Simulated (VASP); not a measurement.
Crystal: FeGe.

```
CELL_PARAMETERS angstrom
4.96406 0.00000 0.00000
-2.48203 4.29900 0.00000
0.00000 0.00000 4.08814
ATOMIC_POSITIONS crystal
Ge 0.66667 0.33333 0.50000
Ge 0.33333 0.66667 0.50000
Ge 0.00000 0.00000 0.00000
Fe 0.00000 0.50000 0.00000
Fe 0.50000 0.50000 0.00000
Fe 0.50000 0.00000 0.00000
```

Base run:

| Item | Value |
| --- | --- |
| Program | VASP 6.6.1 |
| Functional | PBE |
| Potentials or basis | VASP PAW PBE potentials, release 64 (Ge_d, Fe) |
| Cutoff | 520 eV |
| k mesh | 6 × 6 × 7 |
| Occupations | fermi-dirac, width 0.05 eV |
| Spin | collinear spin, ferromagnetic start |
| Starting moments | [0.0, 0.0, 0.0, 3.0, 3.0, 3.0] μB |

Its results: pressure -1.2 GPa; net moment 4.23 μB per cell; site moments Ge -0.06, -0.09; Fe +1.49 μB.

**Question.** The run is repeated on the same cell with these changes: functional from PBE to PBEsol. What comes out?

**Answer.** Pressure -7.5 GPa; net moment 4.18 μB per cell; site moments Ge -0.05, -0.08; Fe +1.47 μB.

PBEsol binds more tightly than PBE, so the same cell stands under less pressure.

Caveats: the PAW data sets were made with another functional, which shifts forces and pressure a little (some runs).
